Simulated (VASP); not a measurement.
# Hf (P6_3/mmc) in VASP: a series of runs

Hf is run at these levels: revPBE+D3(BJ), revPBE+D4, LDA; tasks: relaxation of cell and atoms, single point.

All numbers are computed with VASP 6.6.1; they aren't measurements. Logs are shortened: lines on timing, memory, paths and dates and some standing lists are left out, and cuts for length are marked.

### Step 1. The cell of the first run

Symmetry: P6_3/mmc, No. 194, hexagonal system. The conventional cell has a = 3.197 Å, b = 3.197 Å, c = 5.058 Å, α = 90.00°, β = 90.00°, γ = 120.00°. Within 4.1 Å of Hf (site symmetry -6m2) lie 12 Hf at 3.13 to 3.20 Å.

### Step 2. Relaxation of cell and atoms, revPBE+D3(BJ)

INCAR reads:

```
PREC = Accurate ; ENCUT = 600
EDIFF = 1E-6 ; ISMEAR = -1
SIGMA = 0.05 ; LREAL = F
LASPH = T ; NELM = 80
ALGO = Normal ; ISIF = 3
LWAVE = F ; LCHARG = F
GGA = RE ; IVDW = 12
IBRION = 2 ; NSW = 60
EDIFFG = -0.01
```

KPOINTS reads:

```
Automatic mesh
0
Gamma
  10 10 5
```

POSCAR reads:

```
Hf
1.0
    3.1967000000      0.0000000000      0.0000000000
   -1.5983500000      2.7684234083      0.0000000000
    0.0000000000      0.0000000000      5.0578000000
Hf
2
Direct
    0.6666666667      0.3333333333      0.7500000000
    0.3333333333      0.6666666667      0.2500000000
```

Potentials or basis: VASP PAW PBE potentials, release 64 (Hf_pv).

Started as:

```sh
$ cat potpaw_PBE.64/Hf_pv/POTCAR > POTCAR
$ mpirun -np 1 vasp_std > vasp.out
```

OUTCAR:

```text
PREC = Accurate
   ENCUT = 600
   EDIFF = 1E-6
   ISMEAR = -1
   LREAL = F
   LASPH = T
   NELM = 80
   ISIF = 3
   GGA = RE
   IVDW = 12
   IBRION = 2
   NSW = 60
   EDIFFG = -0.01
 IVDW          = 12

 ion  position               nearest neighbor table
   1  0.667  0.333  0.750-   2 3.13   2 3.13   2 3.13   2 3.13   2 3.13   2 3.13
   2  0.333  0.667  0.250-   1 3.13   1 3.13   1 3.13   1 3.13   1 3.13   1 3.13

  LATTYP: Found a hexagonal cell.
 ALAT       =     3.1967000000
 C/A-ratio  =     1.5821941377

  Lattice vectors:

 A1 = (   3.1967000000,   0.0000000000,   0.0000000000)
 A2 = (  -1.5983500000,   2.7684234083,   0.0000000000)
 A3 = (   0.0000000000,   0.0000000000,   5.0578000000)

Analysis of symmetry for initial positions (statically):
=====================================================================
 Subroutine PRICEL returns:
 Original cell was already a primitive cell.

 Routine SETGRP: Setting up the symmetry group for a
 hexagonal supercell.

 Subroutine GETGRP returns: Found 24 space group operations
 (whereof 12 operations were pure point group operations)
 out of a pool of 24 trial point group operations.

The static configuration has the point symmetry D_3d.
 The point group associated with its full space group is D_6h.

Analysis of symmetry for dynamics (positions and initial velocities):
=====================================================================
 Subroutine PRICEL returns:
 Original cell was already a primitive cell.

 Routine SETGRP: Setting up the symmetry group for a
 hexagonal supercell.

 Subroutine GETGRP returns: Found 24 space group operations
 (whereof 12 operations were pure point group operations)
 out of a pool of 24 trial point group operations.

The dynamic configuration has the point symmetry D_3d.
 The point group associated with its full space group is D_6h.

 Subroutine INISYM returns: Found 24 space group operations
 (whereof 12 operations are pure point group operations),
 and found     1 'primitive' translations

----------------------------------------------------------------------------------------

                                     Primitive cell

  volume of cell :      44.7606

  direct lattice vectors                    reciprocal lattice vectors
     3.196700000  0.000000000  0.000000000     0.312822598  0.180608211  0.000000000
    -1.598350000  2.768423408  0.000000000     0.000000000  0.361216423  0.000000000
     0.000000000  0.000000000  5.057800000     0.000000000  0.000000000  0.197714421

  length of vectors
     3.196700000  3.196700000  5.057800000     0.361216423  0.361216423  0.197714421

  position of ions in fractional coordinates (direct lattice)
     0.666666667  0.333333333  0.750000000
     0.333333333  0.666666667  0.250000000
[... 76 lines left out ...]
   NELM   =     80;   NELMIN=  2; NELMDL= -5     # of ELM steps
   EDIFF  = 0.1E-05   stopping-criterion for ELM
   LREAL  =      F    real-space projection
   EDIFFG = -.1E-01   stopping-criterion for IOM
   NSW    =     60    number of steps for IOM
   IBRION =      2    ionic relax: 0-MD 1-quasi-New 2-CG
   NFREE  =      1    steps in history (QN), initial steepest desc. (CG)
   ISIF   =      3    stress and relaxation
   ISYM   =      2    0-nonsym 1-usesym 2-fastsym
   POTIM  = 0.5000    time-step for ionic-motion
   TEBEG  =    0.0;   TEEND  =   0.0 temperature during run
   PSTRESS=    0.0 pullay stress
   NELECT =      20.0000    total number of electrons
   NUPDOWN=      -1.0000    fix difference up-down
   EMIN   =  10.00;   EMAX   =-10.00  energy-range for DOS
   EFERMI =   0.00;   METHOD = LEGACY
   ISMEAR =    -1;   SIGMA  =   0.05  broadening in eV -4-tet -1-fermi 0-gaus
   EFERMI_NEDOS =   21; number of points for ismear=-14 and -15
   IALGO  =     38    algorithm
   IMIX   =      4    mixing-type and parameters
     AMIX     =   0.40;   BMIX     =  1.00
     AMIX_MAG =   1.60;   BMIX_MAG =  1.00
  volume/ion in A,a.u.               =      22.38       151.03
  Fermi-wavevector in a.u.,A,eV,Ry     =   1.251563  2.365112 21.312311  1.566411
  Thomas-Fermi vector in A             =   2.385505
   LORBIT       =      0    0 simple, 1 ext, 2 COOP (PROOUT), +10 PAW based schemes
   GGA     = RE    functional components
   LHFCALC =     F    Hartree Fock is set to
   AEXX    =    0.0000 exact exchange contribution
   IVDW    =    12    specifies the selected vdW correction
   LEPSILON=     F    determine dielectric tensor
   LRPA    =     F    only Hartree local field effects (RPA)
 conjugate gradient relaxation of ions
 non-spin polarized calculation
  energy-cutoff  :      600.00
  volume of cell :       44.76
 maximum number of plane-waves:      1518
 NGX is ok and might be reduce to    28
   NGX = 13   NGY = 13   NGZ = 21

--------------------------------------- Ionic step        1  -------------------------------------------

 number of electron      20.0000001 magnetization

 Free energy of the ion-electron system (eV)
  ---------------------------------------------------
  ext. energy  EPLUGINS =         0.00000000
  ---------------------------------------------------
  free energy    TOTEN  =       -19.17273523 eV

  energy without entropy =      -19.16165331  energy(sigma->0) =      -19.16719427

------------------------ aborting loop because EDIFF is reached ----------------------------------------

 Edisp (eV)   -1.57311

 E8    (eV) :    -1.1999
[... 71 lines left out ...]
--------------------------------------- Ionic step        3  -------------------------------------------

 number of electron      19.9999998 magnetization

 Free energy of the ion-electron system (eV)
  ---------------------------------------------------
  ext. energy  EPLUGINS =         0.00000000
  ---------------------------------------------------
  free energy    TOTEN  =       -19.13404678 eV

  energy without entropy =      -19.12436815  energy(sigma->0) =      -19.12920747

 E-fermi :   5.2100     XC(G=0): -11.3913

 val. band max:        5.2050698591   @ k =   0.3000   0.3000   0.4000
 cond. band min:       5.3623600362   @ k =   0.2000   0.2000   0.4000
 fundamental gap:      0.1572901771
 Fermi energy:         5.2099507598

 k-point     1 :       0.0000    0.0000    0.0000
  band No.  band energies     occupation
      1     -25.8490      2.00000
      2     -25.0202      2.00000
      3     -25.0202      2.00000
      4     -24.8812      2.00000
      5     -24.8779      2.00000
      6     -24.8779      2.00000
      7      -2.2669      2.00000
      8       1.4237      2.00000
      9       5.9748      0.00000
     10       6.4316      0.00000
     11       6.4316      0.00000
     12       6.7388      0.00000
     13       7.2967      0.00000
     14       7.2967      0.00000
[... 377 lines left out ...]
      1     -25.6871      2.00000
      2     -25.5447      2.00000
      3     -25.3398      2.00000
      4     -25.2078      2.00000
      5     -25.1008      2.00000
      6     -25.0222      2.00000
      7       1.6952      2.00000
      8       2.6507      2.00000
      9       3.5065      2.00000
     10       4.0893      2.00000
     11       5.8817      0.00000
     12       6.2946      0.00000
     13       6.9328      0.00000
     14      10.1795      0.00000

 [... further k-points ...]

------------------------ aborting loop because EDIFF is reached ----------------------------------------

 Edisp (eV)   -1.62941

 E8    (eV) :    -1.2431
[... 25 lines left out ...]
  FREE ENERGIE OF THE ION-ELECTRON SYSTEM (eV)
  ---------------------------------------------------
  free  energy   TOTEN  =       -20.7634596312 eV

  energy  without entropy=      -20.7537810076  energy(sigma->0) =      -20.75862032

 reached required accuracy - stopping structural energy minimisation
```

CONTCAR:

```text
Hf
   1.00000000000000
     3.1622343328901885    0.0000000000000000    0.0000000000000000
    -1.5811171664450943    2.7385752650238047   -0.0000000000000000
     0.0000000000000000    0.0000000000000000    4.9962349561778447
  Hf
     2
Direct
     0.6666666667000030    0.3333333332999970    0.7500000000000000
     0.3333333332999970    0.6666666667000030    0.2500000000000000

  0.00000000E+00  0.00000000E+00  0.00000000E+00
  0.00000000E+00  0.00000000E+00  0.00000000E+00
```

It took 29 s on 1 thread of Intel Xeon 6975P-C (Granite Rapids), shared host; peak memory 0.2 GiB.

What came out:

```
Free energy                            : -20.7635 eV
Relaxed volume                         : 21.63 Å³/atom
Relaxed cell                           : a = 3.162 Å, b = 3.162 Å, c = 4.996 Å, α = 90.00°, β = 90.00°, γ = 120.00°
Space group after relaxing (to 0.05 Å) : P6_3/mmc (No. 194)
Energy gained by relaxing              : 8.8 meV/atom
Ionic steps                            : 3
Pressure after relaxing                : 0.0 GPa
Band gap on the k mesh                 : zero (band 10 reaches 6.43 eV, above the bottom of band 11 at 4.89 eV)
Dispersion energy per atom             : -0.815 eV
```

The path:
```tsv
step	energy change (eV)	largest force (eV/Å)	pressure (GPa)	volume (Å³)
1	0.0000	0.0000	-3.64	44.76
2	0.0078	0.0000	4.90	41.54
3	-0.0176	0.0000	-0.02	43.27
```

Final structure:
```
Hf
1.0
     3.16223    0.00000    0.00000
    -1.58112    2.73858    0.00000
     0.00000    0.00000    4.99623
Hf
2
Direct
  0.66667 0.33333 0.75000
  0.33333 0.66667 0.25000
```

Caveat: the PAW data sets were made with another functional, which shifts forces and pressure a little; spin-orbit coupling is left out, which moves the levels of the heavy elements; pairwise dispersion overbinds metals, which lowers pressure and volume.

### Step 3. Relaxation of cell and atoms, revPBE+D4

INCAR reads:

```
PREC = Accurate ; ENCUT = 600
EDIFF = 1E-7 ; ISMEAR = -1
SIGMA = 0.05 ; LREAL = F
LASPH = T ; NELM = 100
ALGO = Normal ; ISIF = 3
LWAVE = F ; LCHARG = F
GGA = RE ; IVDW = 13
IBRION = 2 ; NSW = 60
EDIFFG = -0.01
```

KPOINTS is that of step 2.

POSCAR is that of step 2.

Potentials or basis: VASP PAW PBE potentials, release 64 (Hf_pv).

Started as:

```sh
$ cat potpaw_PBE.64/Hf_pv/POTCAR > POTCAR
$ mpirun -np 1 vasp_std > vasp.out
```

Wall time 33 s (1 thread of Intel Xeon 6975P-C (Granite Rapids), shared host); peak memory 0.2 GiB.

It converged, with:

```
Free energy                            : -19.7075 eV
Relaxed volume                         : 22.43 Å³/atom
Relaxed cell                           : a = 3.203 Å, b = 3.203 Å, c = 5.050 Å, α = 90.00°, β = 90.00°, γ = 120.00°
Space group after relaxing (to 0.05 Å) : P6_3/mmc (No. 194)
Energy gained by relaxing              : 0.1 meV/atom
Ionic steps                            : 4
Pressure after relaxing                : 0.0 GPa
Band gap on the k mesh                 : zero (band 10 reaches 6.17 eV, above the bottom of band 11 at 4.66 eV)
Dispersion energy per atom             : -0.267 eV
```

Step by step:
```
step  energy change (eV)  largest force (eV/Å)  pressure (GPa)  volume (Å³)
   1              0.0000                0.0000            0.26        44.76
   2             -0.0001                0.0000           -0.29        45.00
   3             -0.0002                0.0000           -0.07        44.90
   4             -0.0002                0.0000            0.02        44.87
```

Final structure:
```
Hf
1.0
     3.20293    0.00000    0.00000
    -1.60146    2.77382    0.00000
     0.00000    0.00000    5.05030
Hf
2
Direct
  0.66667 0.33333 0.75000
  0.33333 0.66667 0.25000
```

Levels at points of the mesh, in eV from the Fermi level:
| k point | band 8 | band 9 | band 10 | band 11 | band 12 | band 13 |
| --- | --- | --- | --- | --- | --- | --- |
| (0.00, 0.00, 0.00) | -3.68 | 0.64 | 1.20 | 1.20 | 1.51 | 2.03 |
| (0.50, 0.00, 0.00) | -2.72 | -2.20 | -0.83 | 0.80 | 0.90 | 1.72 |

Caveat: the PAW data sets were made with another functional, which shifts forces and pressure a little; spin-orbit coupling is left out, which moves the levels of the heavy elements; pairwise dispersion overbinds metals, which lowers pressure and volume.

(Part 1 of 2 ends here.)
